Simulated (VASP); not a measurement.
A run of VASP 6.6.1:

INCAR

```
SYSTEM = Co
PREC = Accurate
ENCUT = 600
EDIFF = 1E-6
ISMEAR = -1
SIGMA = 0.05
LREAL = .FALSE.
LASPH = .TRUE.
NELM = 150
ALGO = Normal
ISIF = 3
LWAVE = .FALSE.
LCHARG = .FALSE.
ISPIN = 2
MAGMOM = 1.7
LORBIT = 11
LMAXMIX = 4
GGA = RE
IBRION = 2
NSW = 80
EDIFFG = -0.01
```

The input KPOINTS:

```
Automatic mesh
0
G
  14 14 14
  0 0 0
```

Contents of POSCAR:

```
Co
1.0
    2.2868488050      0.0000000000      0.0000000000
    0.0000000000      2.2868488050      0.0000000000
    0.0000000000      0.0000000000      2.2868488050
Co
1
Direct
    0.0000000000      0.0000000000      0.0000000000
```

Potentials or basis: VASP PAW PBE potentials, release 64 (Co).

Command:

```console
$ cat potpaw_PBE.64/Co/POTCAR > POTCAR
$ mpirun -np 1 vasp_std > vasp.out
```

Hardware: 1 thread of Intel(R) Xeon(R) Platinum 8375C CPU @ 2.90GHz (Ice Lake) (shared host).

Task: How long does it take, and how much memory?

Result: It took 87 s on 1 thread of Intel(R) Xeon(R) Platinum 8375C CPU @ 2.90GHz (Ice Lake), with other jobs on the host, peak memory 0.15 GiB. Counts: scf iterations 38, k points 120, ion steps 4.
